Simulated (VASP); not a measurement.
Runs of VASP 6.6.1 on InSb. The structure is that of space group I-4m2 (No. 119), or close to it. The cells are those of the table. 

```tsv
cell	gap on the mesh (eV)	pressure (GPa)
a = 4.581, b = 4.815, c = 4.815 Å, angles 56.8, 61.6, 61.6°, 2 atoms	none	(b)
a = 4.581, b = 4.468, c = 4.468 Å, angles 61.7, 59.2, 59.2°, 2 atoms	-	(a)
a = 4.581, b = 4.756, c = 4.756 Å, angles 57.6, 61.2, 61.2°, 2 atoms	none	-2.0
a = 4.581, b = 4.785, c = 4.785 Å, angles 57.2, 61.4, 61.4°, 2 atoms	none	-2.4
a = 4.581, b = 4.358, c = 4.358 Å, angles 63.4, 58.3, 58.3°, 2 atoms	-	6.9
```

Alike in all rows: task single point; level PBEsol; potentials or basis VASP PAW PBE potentials, release 64 (In_d, Sb); no spin polarisation; k mesh 12 × 12 × 12; cutoff (eV) 520; smearing gaussian 0.15 eV.

**Question.** Fill in the values left out.

**Answer.** (a) 3.5; (b) -2.8.

Caveats: the PAW data sets were made with another functional, which shifts forces and pressure a little; spin-orbit coupling is left out, which moves the levels of the heavy elements; semilocal functionals underestimate gaps, so a narrow gap can read as zero (at least some runs); the cell stands under pressure (at least some runs).

A k mesh can miss the band edges, and the runs leave out spin-orbit coupling on In, Sb.

A gap of «none» marks levels without a gap at the run's occupations.
